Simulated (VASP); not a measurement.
# SiC (R3m) in VASP: further runs

The runs below take SiC through single point, with PBEsol.

Program: VASP 6.6.1. These are calculated values, not measurements. Logs are shortened: lines on timing, memory, paths and dates and some standing lists are left out, and cuts for length are marked.

**1. The cell of the first run**

The structure is trigonal, space group R3m (No. 160). The conventional cell has a = 3.136 Å, b = 3.136 Å, c = 8.157 Å, α = 90.00°, β = 90.00°, γ = 120.00°. Si (site symmetry 3m) has 4 C at 1.93 to 2.04 Å within 2.6 Å. C (site symmetry 3m) has 4 Si at 1.93 to 2.04 Å within 2.6 Å.

**2. Single point, PBEsol**

File INCAR:

```
SYSTEM = SiC
PREC     = Accurate       ! precision mode
ENCUT    = 520            ! plane-wave cutoff, eV
EDIFF    = 1E-6           ! SCF threshold, eV
ISMEAR   = 0              ! smearing method
SIGMA    = 0.05           ! smearing width, eV
LREAL    = .False.        ! projectors in reciprocal space
LASPH    = .True.         ! aspherical terms in the spheres
NELM     = 60             ! most SCF steps
ALGO     = Normal         ! electronic algorithm
ISIF     = 2              ! what is computed and relaxed
LWAVE    = .False.        ! write WAVECAR
LCHARG   = .True.         ! write CHGCAR
GGA      = PS             ! functional
LELF     = .True.         ! ELF
LVHAR    = .True.       
NBANDS   = 11             ! bands
```

File KPOINTS:

```
Automatic mesh
0
Gamma
  12 12 12
  0 0 0
```

File POSCAR:

```
SiC
1.0
    0.0000000000      2.2173606842      2.2173606842
    2.2173606842      0.0000000000      2.2173606842
    2.3090115925      2.3090115925     -0.0916509083
Si C
1 1
Direct
    0.0000000000      0.0000000000      0.0000000000
    0.7500000000      0.7500000000      0.7500000000
```

Potentials or basis: VASP PAW PBE potentials, release 64 (Si, C).

Started as:

```console
> cat potpaw_PBE.64/Si/POTCAR potpaw_PBE.64/C/POTCAR > POTCAR
> mpirun -np 1 vasp_std > vasp.out
```

OUTCAR:

```text
SYSTEM = SiC
   PREC = Accurate
   ENCUT = 520
   EDIFF = 1E-6
   ISMEAR = 0
   LREAL = .False.
   LASPH = .True.
   NELM = 60
   ISIF = 2
   GGA = PS

 ion  position               nearest neighbor table
   1  0.000  0.000  0.000-   2 1.93   2 1.93   2 1.93   2 2.04
   2  0.750  0.750  0.750-   1 1.93   1 1.93   1 1.93   1 2.04

  LATTYP: Found a trigonal (rhomboedric) cell.
 ALAT       =     3.2667214386
 COS(alpha) =     0.5392678905

  Lattice vectors:

 A1 = (   2.3090115925,   0.0916509083,  -2.3090115925)
 A2 = (   0.0916509083,   2.3090115925,  -2.3090115925)
 A3 = (   2.3090115925,   2.3090115925,  -0.0916509083)

Analysis of symmetry for initial positions (statically):
=====================================================================
 Subroutine PRICEL returns:
 Original cell was already a primitive cell.

 Routine SETGRP: Setting up the symmetry group for a
 trigonal (rhombohedral) supercell.

 Subroutine GETGRP returns: Found  6 space group operations
 (whereof  6 operations were pure point group operations)
 out of a pool of 12 trial point group operations.

The static configuration has the point symmetry C_3v.

Analysis of symmetry for dynamics (positions and initial velocities):
=====================================================================
 Subroutine PRICEL returns:
 Original cell was already a primitive cell.

 Routine SETGRP: Setting up the symmetry group for a
 trigonal (rhombohedral) supercell.

 Subroutine GETGRP returns: Found  6 space group operations
 (whereof  6 operations were pure point group operations)
 out of a pool of 12 trial point group operations.

The dynamic configuration has the point symmetry C_3v.

 Subroutine INISYM returns: Found  6 space group operations
 (whereof  6 operations are pure point group operations),
 and found     1 'primitive' translations

----------------------------------------------------------------------------------------

                                     Primitive cell

  volume of cell :      23.1560

  direct lattice vectors                    reciprocal lattice vectors
     0.000000000  2.217360684  2.217360684    -0.221105179  0.229881441  0.221105179
     2.217360684  0.000000000  2.217360684     0.229881441 -0.221105179  0.221105179
     2.309011593  2.309011593 -0.091650908     0.212328917  0.212328917 -0.212328917

  length of vectors
     3.135821552  3.135821552  3.266721439     0.388098541  0.388098541  0.367764472

  position of ions in fractional coordinates (direct lattice)
     0.000000000  0.000000000  0.000000000
     0.750000000  0.750000000  0.750000000

  ion indices of the primitive-cell ions
   primitive index   ion index
                 1           1
                 2           2

----------------------------------------------------------------------------------------

 KPOINTS: Automatic mesh

Automatic generation of k-mesh.
 Grid dimensions read from file:
 generate k-points for:   12   12   12

 Generating k-lattice:

  Cartesian coordinates                     Fractional coordinates (reciprocal lattice)
    -0.018425432  0.019156787  0.018425432     0.083333333  0.000000000 -0.000000000
     0.019156787 -0.018425432  0.018425432     0.000000000  0.083333333 -0.000000000
     0.017694076  0.017694076 -0.017694076     0.000000000  0.000000000  0.083333333

  Length of vectors
     0.032341545  0.032341545  0.030647039

  Shift w.r.t. Gamma in fractional coordinates (k-lattice)
     0.000000000  0.000000000  0.000000000

 Subroutine IBZKPT returns following result:
 ===========================================

 Found    189 irreducible k-points:

 Following reciprocal coordinates:
            Coordinates               Weight
  0.000000  0.000000  0.000000      1.000000
  0.083333  0.000000  0.000000      6.000000
  0.166667  0.000000  0.000000      6.000000
  0.250000  0.000000  0.000000      6.000000
  0.333333  0.000000  0.000000      6.000000
  0.416667  0.000000 -0.000000      6.000000
[... 16 lines left out ...]
  0.500000  0.166667  0.000000     12.000000
 -0.416667  0.166667 -0.000000     12.000000
 [... further k-points ...]
   k-points           NKPTS =    189   k-points in BZ     NKDIM =    189   number of bands    NBANDS=     11
   number of dos      NEDOS =    301   number of ions     NIONS =      2
   total plane-waves  NPLWV =  13824
   dimension x,y,z NGX =    24 NGY =   24 NGZ =   24
   dimension x,y,z NGXF=    48 NGYF=   48 NGZF=   48
   ions per type =               1   1
   NGX,Y,Z   is equivalent  to a cutoff of  12.72, 12.72, 12.21 a.u.
   NGXF,Y,Z  is equivalent  to a cutoff of  25.45, 25.45, 24.43 a.u.
 SYSTEM =  SiC
   PREC   = accura    normal or accurate (medium, high low for compatibility)
   ISTART =      0    job   : 0-new  1-cont  2-samecut
   ICHARG =      2    charge: 1-file 2-atom 10-const
   ISPIN  =      1    spin polarized calculation?
   LNONCOLLINEAR =      F non collinear calculations
   LSORBIT =      F    spin-orbit coupling
   LASPH  =      T    aspherical Exc in radial PAW
   ENCUT  =  520.0 eV  38.22 Ry    6.18 a.u.   5.83  5.83  6.07*2*pi/ulx,y,z
   NELM   =     60;   NELMIN=  2; NELMDL= -5     # of ELM steps
   EDIFF  = 0.1E-05   stopping-criterion for ELM
   LREAL  =      F    real-space projection
   EDIFFG = 0.1E-04   stopping-criterion for IOM
   NSW    =      0    number of steps for IOM
   IBRION =     -1    ionic relax: 0-MD 1-quasi-New 2-CG
   NFREE  =      0    steps in history (QN), initial steepest desc. (CG)
   ISIF   =      2    stress and relaxation
   ISYM   =      2    0-nonsym 1-usesym 2-fastsym
   POTIM  = 0.5000    time-step for ionic-motion
   TEBEG  =    0.0;   TEEND  =   0.0 temperature during run
   PSTRESS=    0.0 pullay stress
   NELECT =       8.0000    total number of electrons
   NUPDOWN=      -1.0000    fix difference up-down
   EMIN   =  10.00;   EMAX   =-10.00  energy-range for DOS
   EFERMI =   0.00;   METHOD = LEGACY
   ISMEAR =     0;   SIGMA  =   0.05  broadening in eV -4-tet -1-fermi 0-gaus
   EFERMI_NEDOS =   21; number of points for ismear=-14 and -15
   IALGO  =     38    algorithm
   IMIX   =      4    mixing-type and parameters
     AMIX     =   0.40;   BMIX     =  1.00
     AMIX_MAG =   1.60;   BMIX_MAG =  1.00
  volume/ion in A,a.u.               =      11.58        78.13
  Fermi-wavevector in a.u.,A,eV,Ry     =   1.148727  2.170780 17.953903  1.319575
  Thomas-Fermi vector in A             =   2.285401
   LORBIT       =      0    0 simple, 1 ext, 2 COOP (PROOUT), +10 PAW based schemes
   GGA     = PS    functional components
   LHFCALC =     F    Hartree Fock is set to
   AEXX    =    0.0000 exact exchange contribution
   IVDW    =     0    specifies the selected vdW correction
   LEPSILON=     F    determine dielectric tensor
   LRPA    =     F    only Hartree local field effects (RPA)
 non-spin polarized calculation
 Gauss-broadening in eV      SIGMA  =   0.05
  energy-cutoff  :      520.00
  volume of cell :       23.16
 maximum number of plane-waves:       637
   NGX = 11   NGY = 11   NGZ = 13

 number of electron       8.0000000 magnetization

 Free energy of the ion-electron system (eV)
  ---------------------------------------------------
  ext. energy  EPLUGINS =         0.00000000
  ---------------------------------------------------
  free energy    TOTEN  =       -15.68168947 eV

  energy without entropy =      -15.68168947  energy(sigma->0) =      -15.68168947

 E-fermi :   7.1645     XC(G=0): -11.0259

 val. band max:        6.9427412657   @ k =   0.0000   0.0000   0.0000
 cond. band min:       8.1116481141   @ k =   0.5000   0.5000   0.0000
 fundamental gap:      1.1689068484
 Fermi energy:         7.1644913613

 k-point     1 :       0.0000    0.0000    0.0000
  band No.  band energies     occupation
      1      -7.7370      2.00000
      2       6.6199      2.00000
      3       6.9427      2.00000
      4       6.9427      2.00000
      5      11.0623      0.00000
      6      13.2645      0.00000
      7      13.7819      0.00000
      8      13.7819      0.00000
      9      20.6951      0.00000
     10      20.6951      0.00000
     11      21.4528      0.00000

 k-point     2 :       0.0833    0.0000    0.0000
  band No.  band energies     occupation
      1      -7.6083      2.00000
      2       6.1831      2.00000
      3       6.5863      2.00000
      4       6.8337      2.00000
      5      11.2830      0.00000
      6      13.4957      0.00000
      7      13.8364      0.00000
      8      13.9535      0.00000
      9      19.7780      0.00000
     10      20.0642      0.00000
     11      21.8251      0.00000

 k-point     3 :       0.1667    0.0000    0.0000
  band No.  band energies     occupation
      1      -7.2263      2.00000
      2       4.6468      2.00000
      3       6.3404      2.00000
      4       6.5651      2.00000
      5      11.5019      0.00000
      6      13.4992      0.00000
      7      14.2836      0.00000
      8      14.6144      0.00000
      9      18.8355      0.00000
     10      19.4291      0.00000
     11      21.4120      0.00000

 k-point     4 :       0.2500    0.0000    0.0000
  band No.  band energies     occupation
      1      -6.6055      2.00000
      2       2.8380      2.00000
      3       6.0856      2.00000
      4       6.2505      2.00000
      5      11.3905      0.00000
      6      13.5363      0.00000
      7      14.3780      0.00000
      8      15.4152      0.00000
      9      18.7471      0.00000
     10      19.6643      0.00000
     11      20.8641      0.00000
[... 239 lines left out ...]
 k-point    22 :       0.4167    0.1667    0.0000
  band No.  band energies     occupation
      1      -5.1118      2.00000
      2       0.8312      2.00000
      3       4.5059      2.00000
      4       4.9168      2.00000
      5      10.9076      0.00000
      6      13.8294      0.00000
      7      15.2047      0.00000
      8      15.8615      0.00000
      9      19.1819      0.00000
     10      22.6342      0.00000
     11      23.6759      0.00000

 k-point    23 :       0.5000    0.1667    0.0000
  band No.  band energies     occupation
      1      -4.2837      2.00000
      2      -0.4178      2.00000
      3       4.0872      2.00000
      4       5.0132      2.00000
      5      10.9431      0.00000
      6      13.5847      0.00000
      7      14.8685      0.00000
      8      16.8402      0.00000
      9      19.8053      0.00000
     10      22.7160      0.00000
     11      23.8485      0.00000

 k-point    24 :      -0.4167    0.1667   -0.0000
  band No.  band energies     occupation
      1      -4.0741      2.00000
      2      -0.7002      2.00000
      3       3.8344      2.00000
      4       5.2636      2.00000
      5      11.2035      0.00000
      6      13.3760      0.00000
      7      14.5950      0.00000
      8      17.0125      0.00000
      9      20.4738      0.00000
     10      21.2724      0.00000
     11      23.8743      0.00000

 [... further k-points ...]
[... 5 lines left out ...]
  --------------------------------------------------------------------------------------
  -------------------------------------------------------------------------------------
  Total       -2.7403783     -2.7403783     -2.7403783     -1.1134761      1.1134761      1.1134761
  in kB     -189.6083944   -189.6083944   -189.6083944    -77.0420665     77.0420665     77.0420665
  external PRESSURE =    -189.6083944 kB  Pullay stress =       0.0000000 kB

 VOLUME and BASIS-vectors are now :
 -----------------------------------------------------------------------------
  energy-cutoff  :      520.00
  volume of cell :       23.16
      direct lattice vectors                 reciprocal lattice vectors
     0.000000000  2.217360684  2.217360684    -0.221105179  0.229881441  0.221105179
     2.217360684  0.000000000  2.217360684     0.229881441 -0.221105179  0.221105179
     2.309011593  2.309011593 -0.091650908     0.212328917  0.212328917 -0.212328917

 POSITION                                       TOTAL-FORCE (eV/Angst)
 -----------------------------------------------------------------------------------
      0.00000      0.00000      0.00000         0.047638      0.047638     -0.047638
      3.39478      3.39478      3.25730        -0.047638     -0.047638      0.047638
 -----------------------------------------------------------------------------------
    total drift:                                0.000064      0.000064     -0.000064

  FREE ENERGIE OF THE ION-ELECTRON SYSTEM (eV)
  ---------------------------------------------------
  free  energy   TOTEN  =       -15.6816894653 eV

  energy  without entropy=      -15.6816894653  energy(sigma->0) =      -15.68168947
```

Wall time 39 s (1 thread of Intel Xeon 8259CL, shared host); peak memory 0.17 GiB.

Results:

- Free energy: -15.6817 eV
- Pressure: -19.0 GPa
- Largest force: 0.083 eV/Å
- Band gap on the k mesh: 1.17 eV, indirect (least direct gap 3.99 eV)

Forces on the atoms (eV/Å):
```
Si   0.048  0.048 -0.048
C   -0.048 -0.048  0.048
```

Levels at points of the mesh, in eV from the valence-band top:
```csv
k point,band 1,band 2,band 3,band 4,band 5,band 6,band 7,band 8
"(0.00, 0.00, 0.00)",-14.68,-0.32,0.00,0.00,4.12,6.32,6.84,6.84
"(0.50, 0.00, 0.00)",-11.33,-8.09,-1.24,-1.20,3.96,6.12,6.87,9.15
"(0.50, 0.50, 0.00)",-10.13,-7.59,-3.34,-2.82,1.17,3.81,12.17,12.49
"(0.00, 0.00, 0.50)",-11.91,-8.15,-0.82,-0.82,5.09,7.04,7.04,9.34
```

Caveat: the PAW data sets were made with another functional, which shifts forces and pressure a little. A k mesh can miss the band edges.

**3. Single point, PBEsol**

This run uses another cell than the first one, of 10.96 Å³/atom, 0.946 times its volume.

File INCAR:

```
PREC = Accurate
ENCUT = 520
EDIFF = 1E-7
ISMEAR = 0
SIGMA = 0.05
LREAL = F
LASPH = T
NELM = 100
ALGO = Normal
ISIF = 2
LWAVE = F
LCHARG = F
GGA = PS
NBANDS = 11
```

File KPOINTS:

```
Automatic mesh
0
Gamma
  12 12 12
```

File POSCAR:

```
SiC
1.0
    0.0000000000      2.2360020599      2.2360020599
    2.2360020599      0.0000000000      2.2360020599
    2.2064868327      2.2064868327      0.0295152272
Si C
1 1
Direct
    0.0000000000      0.0000000000      0.0000000000
    0.7500000000      0.7500000000      0.7500000000
```

Potentials or basis: VASP PAW PBE potentials, release 64 (Si, C).

Started as:

```console
> cat potpaw_PBE.64/Si/POTCAR potpaw_PBE.64/C/POTCAR > POTCAR
> mpirun -np 1 vasp_std > vasp.out
```

Run time: 52 s. Hardware: 1 thread of Intel Xeon 6975P-C, shared host; peak memory 0.16 GiB.

It converged, with:

* Free energy: -15.8625 eV
* Pressure: -11.1 GPa
* Largest force: 0.149 eV/Å
* Band gap on the k mesh: 1.21 eV, indirect (least direct gap 4.27 eV)

Forces in eV/Å, atoms in the order of the input:
```
Si  -0.086 -0.086  0.086
C    0.086  0.086 -0.086
```

Stress tensor (GPa, compression positive):
```
-11.11   3.17  -3.17
  3.17 -11.11  -3.17
 -3.17  -3.17 -11.11
```

Levels at points of the mesh, in eV from the valence-band top:
```tsv
k point	band 1	band 2	band 3	band 4	band 5	band 6	band 7	band 8
(0.00, 0.00, 0.00)	-15.04	-0.10	-0.10	0.00	5.39	6.65	6.65	7.17
(0.50, 0.00, 0.00)	-11.70	-8.36	-1.07	-1.06	4.88	6.76	7.05	9.57
(0.50, 0.50, 0.00)	-10.24	-7.72	-3.26	-3.06	1.21	3.95	13.16	13.24
(0.00, 0.00, 0.50)	-11.50	-8.32	-1.21	-1.21	4.53	6.69	6.69	9.45
```

Caveat: the PAW data sets were made with another functional, which shifts forces and pressure a little.

**4. Single point, PBEsol**

This run uses another cell than the first one, of 10.96 Å³/atom, 0.946 times its volume.

File INCAR:

```
SYSTEM = SiC
PREC = Accurate ; ENCUT = 520
EDIFF = 1E-6 ; ISMEAR = 0
SIGMA = 0.05 ; LREAL = .False.
LASPH = .True. ; NELM = 60
ALGO = Normal ; ISIF = 2
LWAVE = .False. ; LCHARG = .False.
GGA = PS ; NBANDS = 11
```

File KPOINTS:

```
regular mesh
0
Gamma
  12 12 12
  0 0 0
```

File POSCAR:

```
SiC
1.0
    0.0000000000      2.2063885359      2.2063885359
    2.2063885359      0.0000000000      2.2063885359
    2.2361012348      2.2361012348     -0.0297126990
Si C
1 1
Direct
    0.0000000000      0.0000000000      0.0000000000
    0.7500000000      0.7500000000      0.7500000000
```

Started as:

```console
> cat potpaw_PBE.64/Si/POTCAR potpaw_PBE.64/C/POTCAR > POTCAR
> mpirun -np 1 vasp_std > vasp.out
```

Wall time 45 s (1 thread of Intel Xeon 6975P-C, shared host); peak memory 0.16 GiB.

Results (log left out):

```yaml
Free_energy: -15.8627 eV
Pressure: -11.1 GPa
Largest_force: 0.113 eV/Å
Band_gap_on_the_k_mesh: 1.24 eV, indirect (least direct gap 4.28 eV)
```

Forces in eV/Å, atoms in the order of the input:
```
Si   0.065  0.065 -0.065
C   -0.065 -0.065  0.065
```

Stress tensor (GPa, compression positive):
```
-11.11  -3.07   3.07
 -3.07 -11.11   3.07
  3.07   3.07 -11.11
```

Levels at points of the mesh, in eV from the valence-band top:
| k point | band 1 | band 2 | band 3 | band 4 | band 5 | band 6 | band 7 | band 8 |
| --- | --- | --- | --- | --- | --- | --- | --- | --- |
| (0.00, 0.00, 0.00) | -15.02 | -0.11 | 0.00 | 0.00 | 5.38 | 6.65 | 6.97 | 6.97 |
| (0.50, 0.00, 0.00) | -11.57 | -8.31 | -1.12 | -1.11 | 4.73 | 6.69 | 6.97 | 9.54 |
| (0.50, 0.50, 0.00) | -10.22 | -7.69 | -3.23 | -3.04 | 1.24 | 3.98 | 13.21 | 13.24 |
| (0.00, 0.00, 0.50) | -11.77 | -8.35 | -0.97 | -0.97 | 5.10 | 7.03 | 7.03 | 9.64 |

Caveat: the PAW data sets were made with another functional, which shifts forces and pressure a little. A k mesh can miss the band edges.

(Part 1 of 2 ends here.)
